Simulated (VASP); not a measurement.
Here is a VASP 6.6.1 calculation.

The input INCAR:

```
SYSTEM = Al32C
PREC = Accurate
ENCUT = 520
EDIFF = 1E-6
ISMEAR = -1
SIGMA = 0.1
LREAL = Auto
LASPH = .True.
NELM = 60
ALGO = Normal
ISIF = 2
LWAVE = .False.
LCHARG = .False.
GGA = PE
NBANDS = 72
```

KPOINTS

```
regular mesh
0
Gamma
  2 2 2
  0 0 0
```

Contents of POSCAR:

```
Al32C
1.0
    8.1000000000      0.0000000000      0.0000000000
    0.0000000000      8.1000000000      0.0000000000
    0.0000000000      0.0000000000      8.1000000000
Al C
32 1
Direct
    0.4969190604      0.0024673289     -0.0031595477
    0.7529099469      0.2478368003     -0.0031813057
    0.7528982765      0.0024854411      0.2528136082
    0.0040466053      0.0042980824      0.0004662703
    0.2457641479      0.2460050452      0.0004650038
    0.4856122771      0.4858496671     -0.0144761979
    0.7641857824      0.7644329859     -0.0144515690
    0.2457614785      0.0043099698      0.2491502840
    0.4968963627      0.2478419870      0.2528210480
    0.7642499439      0.4858198418      0.2641628456
    0.5005519752      0.0043069625      0.5039823359
    0.7492452690      0.2459972529      0.5039882857
    0.7492448052      0.0042992146      0.7456824456
    0.0022268649      0.4971603239     -0.0031820108
    0.2475943198      0.7531480917     -0.0031635588
    0.0040643756      0.2459949857      0.2491525788
    0.2475803827      0.4971670873      0.2528155788
    0.4856059827      0.7644640167      0.2641410533
    0.0020526342      0.0023160472      0.5019689659
    0.2477448465      0.2480103626      0.5019727745
    0.4968966847      0.4971613517      0.5021417912
    0.7529095933      0.7531656153      0.5021461558
    0.2477616207      0.0023018434      0.7476823497
    0.5005522874      0.2460049150      0.7456766199
    0.7528975642      0.4971697841      0.7474981636
    0.0022260461      0.7531666204      0.2528217751
    0.0040637943      0.5008285176      0.5039900019
    0.2457624581      0.7495179612      0.5039822981
    0.0020517759      0.2480150158      0.7476687848
    0.2457635668      0.5008306607      0.7456737833
    0.4969200610      0.7531430189      0.7475170467
    0.0040467257      0.7495164295      0.7456838079
    0.6249150646      0.6251037318      0.1248908536
```

Potentials or basis: VASP PAW PBE potentials, release 64 (Al, C).

The run is started by

```console
$ cat potpaw_PBE.64/Al/POTCAR potpaw_PBE.64/C/POTCAR > POTCAR
$ mpirun -np 1 vasp_std > vasp.out
```

**Question.** Estimate the pressure.

**Answer.** 1.2 GPa.

**Question.** Predict the band gap on the k mesh.

**Answer.** Zero (bands 50 and 51 overlap by 0.81 eV).

**Question.** Estimate the largest force.

**Answer.** 0.005 eV/Å.

Forces in eV/Å, atoms in the order of the input:
```
Al  -0.002  0.000 -0.003
Al   0.003  0.000 -0.002
Al   0.001  0.001  0.002
Al  -0.002 -0.002  0.001
Al   0.002  0.002  0.001
Al  -0.001 -0.001 -0.001
Al   0.001  0.001 -0.001
Al   0.003 -0.003  0.001
Al  -0.003  0.000  0.002
Al   0.001 -0.001  0.002
Al   0.001 -0.002 -0.002
Al   0.000  0.003 -0.003
Al   0.001 -0.003  0.002
Al  -0.001 -0.002 -0.002
Al   0.001  0.002 -0.002
Al  -0.003  0.003 -0.001
Al  -0.002 -0.002  0.002
Al  -0.001  0.001  0.001
Al   0.001  0.001  0.001
Al  -0.002 -0.002  0.002
Al  -0.002 -0.003  0.000
Al   0.003  0.002 -0.001
Al  -0.003  0.002 -0.002
Al   0.001  0.002  0.002
Al   0.001 -0.002 -0.001
Al  -0.001  0.002  0.002
Al  -0.003  0.000 -0.003
Al   0.002 -0.001 -0.002
Al   0.001 -0.001 -0.001
Al   0.003 -0.001  0.003
Al  -0.002  0.003  0.000
Al  -0.002 -0.001  0.003
C    0.003 -0.002  0.003
```

Caveat: the k points lie up to 0.39 Å⁻¹ apart, too coarse for converged energies and pressures of a metal.
